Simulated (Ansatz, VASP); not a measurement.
# NaH4 in VASP and in Ansatz

```xyz
5
Lattice="3.3180 0.0000 0.0000 0.0000 3.4341 2.0472 0.0000 -3.4341 2.0472" Properties=species:S:1:pos:R:3 pbc="T T T"
Na    1.6590    0.0000    2.8114
H     1.6590    0.3784    0.7658
H     1.6590   -0.3784    0.7658
H     0.0000   -1.7275    1.7616
H     0.0000    1.7275    1.7616
```

Alike in both runs: functional PBE; k mesh 6 × 6 × 6; occupations gaussian, width 0.1 eV; no spin polarisation.

Ansatz relaxed the structure, and its values are those at the end. VASP's run is a single point on that final structure, the one shown.

```csv
,VASP,Ansatz
version,VASP 6.6.1,Ansatz 0.2.0
potentials or method,"VASP PAW PBE potentials, release 64 (Na_pv, H), cutoff 520 eV","scalar-relativistic, plane waves, PAW"
valence electrons in the cell,11,13
```

|  | VASP | Ansatz | Ansatz less VASP |
| --- | --- | --- | --- |
| gap on the k mesh at the Fermi level (eV) | none | none | - |
| pressure (GPa) | -0.1 | 0.0 | +0.15 |
| rms of the force components (eV/Å) | 0.007 | 0.006 | -0.0009 |

A gap of «none» marks a metal or a gap that the smearing closes. VASP's potentials hold 11 valence electrons a cell and Ansatz's 13, so a difference there can come from the potentials and not from the codes.
